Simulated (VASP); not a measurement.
Wanted: the native input for a VASP 6.6.1 run.

```yaml
Task: single point
Functional: HSE06
Potentials_or_basis: VASP PAW PBE potentials, release 64 (Mg, S)
Cutoff: 520 eV
k_mesh: 6 × 6 × 6
Occupations: gaussian, width 0.01 eV
Spin: no spin polarisation
Dipole_correction: no
Grid_for_exact_exchange_PRECFOCK: Normal
Further_INCAR_settings: ALGO = Normal; EDIFF = 1e-06; NBANDS = 11
Share_of_exact_exchange: 0.25
Screening_parameter: 0.2079 1/Å
```

MgS:

```
Mg S
1.0
     0.00000    2.91212    2.71010
     2.91212    0.00000    2.71010
     2.91212    2.91212    0.00000
Mg S
1 1
Direct
  0.00000 0.00000 0.00000
  0.25000 0.25000 0.25000
```

This cell differs from its parent crystal: epitaxial xy strain +2.9%.

The input as run:

POSCAR

```
MgS
1.0
    0.0000000000      2.9121230042      2.7101022774
    2.9121230042      0.0000000000      2.7101022774
    2.9121230042      2.9121230042      0.0000000000
Mg S
1 1
Direct
    0.0000000000      0.0000000000      0.0000000000
    0.2500000000      0.2500000000      0.2500000000
```

INCAR.step1

```
PREC = Accurate ; ENCUT = 520
EDIFF = 1E-5 ; ISMEAR = 0
SIGMA = 0.01 ; LREAL = False
LASPH = True ; NELM = 60
ALGO = Normal ; ISIF = 2
LWAVE = True ; LCHARG = False
NBANDS = 11 ; GGA = PE
```

INCAR.step2

```
PREC = Accurate ; ENCUT = 520
EDIFF = 1E-6 ; ISMEAR = 0
SIGMA = 0.01 ; LREAL = False
LASPH = True ; NELM = 60
ALGO = Normal ; ISIF = 2
LWAVE = False ; LCHARG = False
GGA = PE ; LHFCALC = True
HFSCREEN = 0.2079 ; PRECFOCK = Normal
NBANDS = 11 ; ISTART = 1
```

KPOINTS

```
regular mesh
0
Gamma
  6 6 6
```

Potentials or basis: VASP PAW PBE potentials, release 64 (Mg, S).

Command:

```console
$ cat potpaw_PBE.64/Mg/POTCAR potpaw_PBE.64/S/POTCAR > POTCAR
$ cp INCAR.step1 INCAR
$ mpirun -np 1 vasp_std > vasp.out
$ cp INCAR.step2 INCAR
$ mpirun -np 1 vasp_std > vasp.out
```

It gave:

```yaml
Pressure: -1.0 GPa
Band_gap_on_the_k_mesh: 4.31 eV
```

Caveat: the cell differs from its parent crystal (epitaxial xy strain +2.9%); the structure was generated, so it needn't be the stable form of MgS; the PAW data sets were made with another functional, which shifts forces and pressure a little.

Wall time 23 min on 1 thread of Intel Xeon 8259CL (shared host), peak memory 0.3 GiB.
